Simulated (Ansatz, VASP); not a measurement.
# Two plane-wave programs on SbP2

```xyz
6
Lattice="2.7984 -2.9058 0.0000 2.7984 2.9058 0.0000 -1.0148 0.0000 6.3482" Properties=species:S:1:pos:R:3 pbc="T T T"
Sb    1.3992    1.4529    0.0000
Sb    0.8918   -1.4529    3.1741
P     1.3265    0.8550    2.4000
P     3.7630    0.8550    0.7741
P     3.2556   -0.8550    3.9482
P     0.8191   -0.8550    5.5741
```

Alike in both runs: task relaxation of cell and atoms; functional PBE; k mesh 4 × 4 × 4; occupations gaussian, width 0.1 eV; no spin polarisation.

|  | VASP | Ansatz |
| --- | --- | --- |
| version | VASP 6.6.1 | Ansatz 0.2.0 |
| potentials or method | VASP PAW PBE potentials, release 64 (Sb, P), cutoff 600 eV | scalar-relativistic, plane waves, PAW |
| valence electrons in the cell | 30 | 50 |

VASP gave:

| Item | Value |
| --- | --- |
| gap on the k mesh at the Fermi level, each at its own relaxed structure (eV) | none |
| relaxed volume (Å³/atom) | 24.19 |
| relaxed cell length with the largest relative difference (Å) | 4.768 |

Question: Which values does Ansatz return?

Answer: gap on the k mesh at the Fermi level, each at its own relaxed structure (eV): none; relaxed volume (Å³/atom): 24.19; relaxed cell length with the largest relative difference (Å): 4.780.

A gap of «none» marks a metal or a gap that the smearing closes. VASP's potentials hold 30 valence electrons a cell and Ansatz's 50, so a difference there can come from the potentials and not from the codes.

The k mesh is coarse, so the values compare programs but aren't converged. Neither program's run includes spin-orbit coupling. Noted on VASP's run: the volume moved by over 15 % at a fixed basis, so the end points are rough.
